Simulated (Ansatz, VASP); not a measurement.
## Two plane-wave programs on ZnS

The input POSCAR:

```
ZnS
1.0
    0.0000000000      2.6390985849      2.6390985849
    2.6390985849      0.0000000000      2.6390985849
    2.6390985849      2.6390985849      0.0000000000
Zn S
1 1
Direct
    0.2500000000      0.2500000000      0.2500000000
    0.0000000000      0.0000000000      0.0000000000
```

Contents of INCAR.step1:

```
PREC = Accurate ; ENCUT = 550
ISMEAR = 0 ; SIGMA = 0.01
LREAL = F ; LASPH = T
NELM = 120 ; NBANDS = 16
GGA = PE ; ALGO = Normal
EDIFF = 1E-5 ; LWAVE = T
LCHARG = F ; GGA_COMPAT = F
```

Contents of INCAR.step2:

```
PREC = Accurate ; ENCUT = 550
EDIFF = 1E-6 ; ISMEAR = 0
SIGMA = 0.01 ; LREAL = F
LASPH = T ; NELM = 120
ALGO = Normal ; ISIF = 2
LWAVE = F ; LCHARG = T
METAGGA = R2SCAN ; LMIXTAU = T
LELF = T ; LVHAR = T
NBANDS = 16 ; ISTART = 1
GGA_COMPAT = F
```

The input KPOINTS:

```
Automatic mesh
0
Gamma
  6 6 6
```

Input for Ansatz:

```yaml
crystal:
  lattice:
    - [0.0, 2.6390985849, 2.6390985849]
    - [2.6390985849, 0.0, 2.6390985849]
    - [2.6390985849, 2.6390985849, 0.0]
  atoms:
    - { symbol: Zn, position: [0.25, 0.25, 0.25] }
    - { symbol: S, position: [0.0, 0.0, 0.0] }
kpoints:
  mp_grid: { grid: [6, 6, 6] }
hamiltonian:
  xc: r2scan
scf:
  occupations: { method: fixed }
  n_extra_bands: 4
output:
  forces: true
  stress: true
  eigenvalues: true
```

Alike in both runs: task single point; functional r2SCAN; k mesh 6 × 6 × 6; no spin polarisation.

|  | VASP | Ansatz |
| --- | --- | --- |
| version | VASP 6.6.1 | Ansatz 0.2.0 |
| potentials or method | VASP PAW PBE potentials, release 64 (Zn, S) | plane waves, PAW |
| plane-wave cutoff (eV) | 550 | 500 |
| occupations | gaussian, width 0.01 eV | fixed |
| valence electrons in the cell | 18 | 18 |

```tsv
	VASP	Ansatz	Ansatz less VASP
gap on the k mesh at the Fermi level (eV)	3.01	2.99	-0.016
pressure (GPa)	5.6	5.6	0.00
```

VASP's potentials were made for PBE, not for r2SCAN.
